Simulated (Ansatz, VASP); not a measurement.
## One calculation of CaOs, two programs

The input INCAR:

```
SYSTEM = CaOs
  ALGO = Normal
  EDIFF = 1E-6
  EDIFFG = -0.04
  ENCUT = 600
  GGA = PE
  IBRION = 2
  ISIF = 3
  ISMEAR = 0
  LASPH = .True.
  LCHARG = .False.
  LREAL = .False.
  LWAVE = .False.
  NELM = 80
  NSW = 90
  PREC = Accurate
  SIGMA = 0.1
```

The input KPOINTS:

```
k-points
0
Gamma
  6 6 6
  0 0 0
```

Contents of POSCAR:

```
CaOs
1.0
    0.0000000000      2.7626852228      2.7626852228
    2.7626852228      0.0000000000      2.7626852228
    2.7626852228      2.7626852228      0.0000000000
Ca Os
1 1
Direct
    0.0000000000      0.0000000000      0.0000000000
    0.5000000000      0.5000000000      0.5000000000
```

Input for Ansatz:

```yaml
crystal:
  lattice:
    - [0.0, 2.7626852228, 2.7626852228]
    - [2.7626852228, 0.0, 2.7626852228]
    - [2.7626852228, 2.7626852228, 0.0]
  atoms:
    - { symbol: Ca, position: [0.0, 0.0, 0.0] }
    - { symbol: Os, position: [0.5, 0.5, 0.5] }
basis:
  ecutwfc: 420
kpoints:
  mp_grid: { grid: [6, 6, 6] }
hamiltonian:
  xc: pbe
scf:
  occupations: { method: gaussian, width: 0.1 }
  lower_state_search: "off"
output:
  forces: true
  stress: true
  eigenvalues: true
relax:
  adjacent_minimum: "off"
  f_tol: 0.04
  max_steps: 70
  cell: { stress_tol: 0.4 }
```

Alike in both runs: task relaxation of cell and atoms; functional PBE; k mesh 6 × 6 × 6; occupations gaussian, width 0.1 eV; no spin polarisation.

|  | VASP | Ansatz |
| --- | --- | --- |
| version | VASP 6.6.1 | Ansatz 0.2.0 |
| potentials or method | VASP PAW PBE potentials, release 64 (Ca_sv, Os), cutoff 600 eV | scalar-relativistic, plane waves, PAW |
| valence electrons in the cell | 18 | 26 |

```tsv
	VASP	Ansatz	Ansatz less VASP
gap on the k mesh at the Fermi level, each at its own relaxed structure (eV)	none	none	-
relaxed volume (Å³/atom)	24.40	24.32	-0.082
relaxed length of the cell vector where the two differ most in proportion (Å)	4.102	4.097	-0.0046
```

A gap of «none» marks a metal or a gap that the smearing closes. VASP's potentials hold 18 valence electrons a cell and Ansatz's 26, so a difference there can come from the potentials and not from the codes.

Neither program's run includes spin-orbit coupling. Noted on VASP's run: the volume moved by over 15 % at a fixed basis, so the end points are rough.
